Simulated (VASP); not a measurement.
# LiTi4Sb8 (a cell with a defect): single point with LDA

System: LiTi4Sb8 (a cell with a defect).

```
CELL_PARAMETERS angstrom
6.70291 0.00000 0.00000
0.00000 6.70291 0.00000
0.00000 0.00000 5.79598
ATOMIC_POSITIONS crystal
Ti 0.00840 0.97783 0.25028
Ti 0.99182 0.05140 0.80361
Ti 0.49750 0.51152 0.71508
Ti 0.51473 0.46848 0.25801
Sb 0.30193 0.19432 0.49281
Sb 0.87177 0.37605 0.53233
Sb 0.19318 0.34876 0.03347
Sb 0.64855 0.15077 0.99474
Sb 0.85205 0.60866 0.99945
Sb 0.38538 0.82983 0.96791
Sb 0.59855 0.79331 0.42605
Sb 0.14224 0.69673 0.51127
Li 0.65127 0.11176 0.58316
```

```yaml
Program: VASP 6.6.1
Task: single point
Functional: LDA
Potentials_or_basis: VASP PAW LDA potentials, release 64 (Ti_sv, Sb, Li_sv)
Cutoff: 520 eV
k_mesh: 3 × 3 × 3
Occupations: fermi-dirac, width 0.1 eV
Spin: no spin polarisation
```

* Largest force: 3.017 eV/Å
* Band gap on the k mesh: zero (an odd number of electrons rules out a gap without spin polarisation)

Forces in eV/Å, atoms in the order of the input:
```
Ti  -0.878  1.551 -0.151
Ti   1.595 -1.659 -1.168
Ti  -0.248 -1.486  1.397
Ti   0.039 -0.780 -1.496
Sb  -0.156 -1.150  0.717
Sb  -0.125  0.429 -0.633
Sb  -1.239 -0.413 -0.840
Sb   0.406  0.263  1.410
Sb   0.009  1.415  0.146
Sb  -1.319  0.255  0.408
Sb   1.816  2.372  0.419
Sb   0.362 -0.704  0.488
Li  -0.263 -0.095 -0.696
```

Levels at points of the mesh, in eV from the Fermi level:
```tsv
k point	band 43	band 44	band 45	band 46	band 47	band 48
(0.00, 0.00, 0.00)	-0.44	-0.36	-0.17	0.28	0.51	0.54
```

It took 6.3 min on 1 thread of Intel(R) Xeon(R) Platinum 8259CL CPU @ 2.50GHz (Skylake/Cascade Lake), on a shared host, peak memory 0.37 GiB.

Caveat: the k points lie up to 0.36 Å⁻¹ apart, too coarse for converged energies and pressures of a metal; the atoms stand as in a frame of molecular dynamics; spin-orbit coupling is left out, which moves the levels of the heavy elements.
